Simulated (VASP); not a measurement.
# FeCuH4 (Cmmm) in VASP: single point with PBE

Aim: the single point of FeCuH4 with PBE.

Program: VASP 6.6.1. These are calculated values, not measurements. Logs are shortened: lines on timing, memory, paths and dates and some standing lists are left out, and cuts for length are marked.

## 1. The cell of the first run

The structure is orthorhombic, space group Cmmm (No. 65). Conventional cell: a = 4.932 Å, b = 4.935 Å, c = 2.859 Å, α = 90.00°, β = 90.00°, γ = 90.00°. Within 2.2 Å of Fe (site symmetry mmm) lie 8 H at 1.64 to 1.74 Å. Cu (site symmetry mmm) has 10 H at 1.66 to 2.26 Å within 2.3 Å. Within 2.2 Å of H (site symmetry m2m) lie 5 H at 1.62 to 1.93 Å and 2 Fe at 1.64 Å and 1 Cu at 1.66 Å. Within 2.3 Å of H (site symmetry 2/m) lie 2 Fe at 1.74 Å and 4 H at 1.93 Å and 4 Cu at 2.26 Å.

## 2. Single point, PBE

Input file INCAR:

```
ALGO     = Normal         # electronic algorithm
EDIFF    = 1E-6           # SCF threshold, eV
ENCUT    = 700            # plane-wave cutoff, eV
GGA      = PE             # functional
GGA_COMPAT= False        
ISIF     = 2              # what is computed and relaxed
ISMEAR   = 0              # smearing method
LASPH    = True           # aspherical terms in the spheres
LCHARG   = False          # write CHGCAR
LREAL    = False          # projectors in reciprocal space
LWAVE    = False          # write WAVECAR
NBANDS   = 28             # bands
NELM     = 120            # most SCF steps
PREC     = Accurate       # precision mode
SIGMA    = 0.1            # smearing width, eV
```

Input file KPOINTS:

```
k-points
0
Gamma
  12 12 14
```

Input file POSCAR:

```
FeCuH4
1.0
    2.4660630910     -2.4673691745      0.0000000000
    2.4660630910      2.4673691745      0.0000000000
    0.0000000000      0.0000000000      2.8588064797
Fe Cu H
1 1 4
Direct
    0.0000000000      0.0000000000      0.5000000000
    0.5000000000      0.5000000000      0.0000000000
    0.1639264990      0.8360735010      0.0000000000
    0.8360735010      0.1639264990      0.0000000000
    0.0000000000      0.5000000000      0.5000000000
    0.5000000000      0.0000000000      0.5000000000
```

Potentials or basis: VASP PAW PBE potentials, release 64 (Fe_sv, Cu_sv_GW, H).

Started as:

```
$ cat potpaw_PBE.64/Fe_sv/POTCAR potpaw_PBE.64/Cu_sv_GW/POTCAR potpaw_PBE.64/H/POTCAR > POTCAR
$ mpirun -np 1 vasp_std > vasp.out
```

OUTCAR:

```text
EDIFF = 1E-6
   ENCUT = 700
   GGA = PE
   ISIF = 2
   ISMEAR = 0
   LASPH = True
   LREAL = False
   NELM = 120
   PREC = Accurate

 ion  position               nearest neighbor table
   1  0.000  0.000  0.500-   3 1.64   4 1.64   3 1.64   4 1.64
   2  0.500  0.500  0.000-   3 1.66   4 1.66
   3  0.164  0.836  0.000-   1 1.64   1 1.64   2 1.66
   4  0.836  0.164  0.000-   1 1.64   1 1.64   2 1.66
   5  0.000  0.500  0.500-
   6  0.500  0.000  0.500-

  LATTYP: Found a base centered orthorhombic cell.
 ALAT       =     4.9321261820
 B/A-ratio  =     1.0005296229
 C/A-ratio  =     0.5796296312

  Lattice vectors:

 A1 = (   2.4660630910,  -2.4673691745,   0.0000000000)
 A2 = (   2.4660630910,   2.4673691745,   0.0000000000)
 A3 = (   0.0000000000,   0.0000000000,   2.8588064797)

Analysis of symmetry for initial positions (statically):
=====================================================================
 Subroutine PRICEL returns:
 Original cell was already a primitive cell.

 Routine SETGRP: Setting up the symmetry group for a
 base centered orthorhombic supercell.

 Subroutine GETGRP returns: Found  8 space group operations
 (whereof  8 operations were pure point group operations)
 out of a pool of  8 trial point group operations.

The static configuration has the point symmetry D_2h.

Analysis of symmetry for dynamics (positions and initial velocities):
=====================================================================
 Subroutine PRICEL returns:
 Original cell was already a primitive cell.

 Routine SETGRP: Setting up the symmetry group for a
 base centered orthorhombic supercell.

 Subroutine GETGRP returns: Found  8 space group operations
 (whereof  8 operations were pure point group operations)
 out of a pool of  8 trial point group operations.

The dynamic configuration has the point symmetry D_2h.

 Subroutine INISYM returns: Found  8 space group operations
 (whereof  8 operations are pure point group operations),
 and found     1 'primitive' translations

----------------------------------------------------------------------------------------

                                     Primitive cell

  volume of cell :      34.7899

  direct lattice vectors                    reciprocal lattice vectors
     2.466063091 -2.467369174  0.000000000     0.202752315 -0.202644989  0.000000000
[... 91 lines left out ...]
   LASPH  =      T    aspherical Exc in radial PAW
   ENCUT  =  700.0 eV  51.45 Ry    7.17 a.u.   7.53  7.53  6.17*2*pi/ulx,y,z
   NELM   =    120;   NELMIN=  2; NELMDL= -5     # of ELM steps
   EDIFF  = 0.1E-05   stopping-criterion for ELM
   LREAL  =      F    real-space projection
   EDIFFG = 0.1E-04   stopping-criterion for IOM
   NSW    =      0    number of steps for IOM
   IBRION =     -1    ionic relax: 0-MD 1-quasi-New 2-CG
   NFREE  =      0    steps in history (QN), initial steepest desc. (CG)
   ISIF   =      2    stress and relaxation
   ISYM   =      2    0-nonsym 1-usesym 2-fastsym
   POTIM  = 0.5000    time-step for ionic-motion
   TEBEG  =    0.0;   TEEND  =   0.0 temperature during run
   PSTRESS=    0.0 pullay stress
   NELECT =      39.0000    total number of electrons
   NUPDOWN=      -1.0000    fix difference up-down
   EMIN   =  10.00;   EMAX   =-10.00  energy-range for DOS
   EFERMI =   0.00;   METHOD = LEGACY
   ISMEAR =     0;   SIGMA  =   0.10  broadening in eV -4-tet -1-fermi 0-gaus
   EFERMI_NEDOS =   21; number of points for ismear=-14 and -15
   IALGO  =     38    algorithm
   IMIX   =      4    mixing-type and parameters
     AMIX     =   0.40;   BMIX     =  1.00
     AMIX_MAG =   1.60;   BMIX_MAG =  1.00
  volume/ion in A,a.u.               =       5.80        39.13
  Fermi-wavevector in a.u.,A,eV,Ry     =   1.700639  3.213741 39.350380  2.892171
  Thomas-Fermi vector in A             =   2.780737
   LORBIT       =      0    0 simple, 1 ext, 2 COOP (PROOUT), +10 PAW based schemes
   GGA     = PE    functional components
   LHFCALC =     F    Hartree Fock is set to
   AEXX    =    0.0000 exact exchange contribution
   IVDW    =     0    specifies the selected vdW correction
   LEPSILON=     F    determine dielectric tensor
   LRPA    =     F    only Hartree local field effects (RPA)
 non-spin polarized calculation
 Gauss-broadening in eV      SIGMA  =   0.10
  energy-cutoff  :      700.00
  volume of cell :       34.79
 maximum number of plane-waves:      1500
   NGX = 15   NGY = 15   NGZ = 13

 number of electron      39.0000032 magnetization

 Free energy of the ion-electron system (eV)
  ---------------------------------------------------
  ext. energy  EPLUGINS =         0.00000000
  ---------------------------------------------------
  free energy    TOTEN  =       -23.86512013 eV

  energy without entropy =      -23.85767688  energy(sigma->0) =      -23.86139850

 E-fermi :   7.4553     XC(G=0): -12.5422

 val. band max:        7.4544050019   @ k =  -0.4167   0.1667   0.2857
 cond. band min:       7.4558469197   @ k =  -0.3333   0.1667   0.0714
 fundamental gap:      0.0014419179
 Fermi energy:         7.4553281298

 k-point     1 :       0.0000    0.0000    0.0000
  band No.  band energies     occupation
      1    -105.1287      2.00000
      2     -79.1378      2.00000
      3     -62.7089      2.00000
      4     -62.4503      2.00000
      5     -62.4398      2.00000
      6     -45.4327      2.00000
[... 733 lines left out ...]
     27      21.2321      0.00000
     28      21.5466      0.00000

 [... further k-points ...]
[... 5 lines left out ...]
  --------------------------------------------------------------------------------------
  -------------------------------------------------------------------------------------
  Total       -0.4772558     -0.4831454     -0.5015212      0.0000000      0.0000000      0.0000000
  in kB      -21.9790422    -22.2502726    -23.0965317      0.0000000      0.0000000      0.0000000
  external PRESSURE =     -22.4419489 kB  Pullay stress =       0.0000000 kB

 VOLUME and BASIS-vectors are now :
 -----------------------------------------------------------------------------
  energy-cutoff  :      700.00
  volume of cell :       34.79
      direct lattice vectors                 reciprocal lattice vectors
     2.466063091 -2.467369174  0.000000000     0.202752315 -0.202644989  0.000000000
     2.466063091  2.467369174  0.000000000     0.202752315  0.202644989  0.000000000
     0.000000000  0.000000000  2.858806480     0.000000000  0.000000000  0.349796325

 POSITION                                       TOTAL-FORCE (eV/Angst)
 -----------------------------------------------------------------------------------
      0.00000      0.00000      1.42940        -0.000000      0.000000      0.000000
      2.46606      0.00000      0.00000         0.000000      0.000000      0.000000
      2.46606      1.65843      0.00000        -0.000000      0.010596      0.000000
      2.46606     -1.65843      0.00000        -0.000000     -0.010596     -0.000000
      1.23303      1.23368      1.42940        -0.000000      0.000000      0.000000
      1.23303     -1.23368      1.42940        -0.000000      0.000000      0.000000
 -----------------------------------------------------------------------------------
    total drift:                                0.000000      0.000000     -0.000000

  FREE ENERGIE OF THE ION-ELECTRON SYSTEM (eV)
  ---------------------------------------------------
  free  energy   TOTEN  =       -23.8651201299 eV

  energy  without entropy=      -23.8576768751  energy(sigma->0) =      -23.86139850
```

OSZICAR:

```text
N       E                     dE             d eps       ncg     rms          rms(c)
DAV:   1     0.738933002096E+03    0.73893E+03   -0.29139E+04 29652   0.390E+03
DAV:   2     0.362488919522E+02   -0.70268E+03   -0.68215E+03 29584   0.116E+03
DAV:   3    -0.241418508037E+02   -0.60391E+02   -0.59674E+02 30128   0.336E+02
DAV:   4    -0.269825469858E+02   -0.28407E+01   -0.28365E+01 29676   0.764E+01
DAV:   5    -0.272913328550E+02   -0.30879E+00   -0.30876E+00 28920   0.190E+01    0.181E+01
DAV:   6    -0.265783162692E+02    0.71302E+00   -0.43301E+01 30104   0.323E+02    0.121E+01
DAV:   7    -0.239262443663E+02    0.26521E+01   -0.11864E+01 28004   0.227E+02    0.388E+00
DAV:   8    -0.240101220971E+02   -0.83878E-01   -0.24797E+00 32264   0.462E+01    0.463E+00
DAV:   9    -0.238674908584E+02    0.14263E+00   -0.91098E-01 29864   0.321E+01    0.104E+00
DAV:  10    -0.238669891831E+02    0.50168E-03   -0.76393E-02 32480   0.139E+01    0.364E-01
DAV:  11    -0.238651010823E+02    0.18881E-02   -0.87800E-03 33004   0.492E+00    0.706E-02
DAV:  12    -0.238651219471E+02   -0.20865E-04   -0.44219E-04 27568   0.330E-01    0.269E-02
DAV:  13    -0.238651204123E+02    0.15349E-05   -0.16182E-05 31648   0.124E-01    0.117E-02
DAV:  14    -0.238651201299E+02    0.28232E-06   -0.44736E-06 14032   0.910E-02
   1 F= -.23865120E+02 E0= -.23861399E+02  d E =-.744325E-02
```

stdout:

```text
POSCAR found type information on POSCAR FeCuH
 POSCAR found :  3 types and       6 ions
 scaLAPACK will be used
 LDA part: xc-table for (Slater+PW92), standard interpolation
 POSCAR, INCAR and KPOINTS ok, starting setup
 FFT: planning ... GRIDC
 FFT: planning ... GRID_SOFT
 FFT: planning ... GRID
 WAVECAR not read
 entering main loop
```

It took 5.1 min on 1 thread of AMD EPYC 9R45 (Zen 5), shared host; peak memory 0.63 GiB.

Results:

```yaml
Free_energy: -23.8651 eV
Pressure: -2.2 GPa
Largest_force: 0.011 eV/Å
Band_gap_on_the_k_mesh: zero (an odd number of electrons rules out a gap without spin polarisation)
```

Forces in eV/Å, atoms in the order of the input:
```
Fe   0.000  0.000  0.000
Cu   0.000  0.000  0.000
H    0.000  0.011  0.000
H    0.000 -0.011  0.000
H    0.000  0.000  0.000
H    0.000  0.000  0.000
```

Stress tensor (GPa, compression positive):
```
-2.20  0.00  0.00
 0.00 -2.23  0.00
 0.00  0.00 -2.31
```

Levels at points of the mesh, in eV from the Fermi level:
| k point | band 17 | band 18 | band 19 | band 20 | band 21 | band 22 | band 23 | band 24 |
| --- | --- | --- | --- | --- | --- | --- | --- | --- |
| (0.00, 0.00, 0.00) | -2.01 | -0.65 | -0.28 | -0.15 | 3.16 | 4.61 | 5.97 | 7.02 |
| (0.50, 0.00, 0.00) | -1.44 | -0.98 | -0.59 | -0.34 | 2.60 | 4.87 | 5.28 | 7.58 |
| (0.50, 0.50, 0.00) | -2.44 | -0.70 | -0.61 | -0.22 | 0.50 | 2.00 | 3.61 | 9.79 |
| (0.00, 0.00, 0.50) | -1.74 | -1.48 | -0.47 | 0.44 | 4.57 | 4.93 | 6.30 | 8.44 |
| (0.50, 0.00, 0.50) | -1.84 | -0.98 | -0.37 | -0.25 | 1.59 | 2.60 | 6.54 | 7.58 |
| (0.50, 0.50, 0.50) | -1.10 | -0.65 | -0.52 | -0.49 | -0.35 | 3.11 | 3.19 | 4.03 |

Caveat: the run has no spin polarisation, though such a crystal can be magnetic.
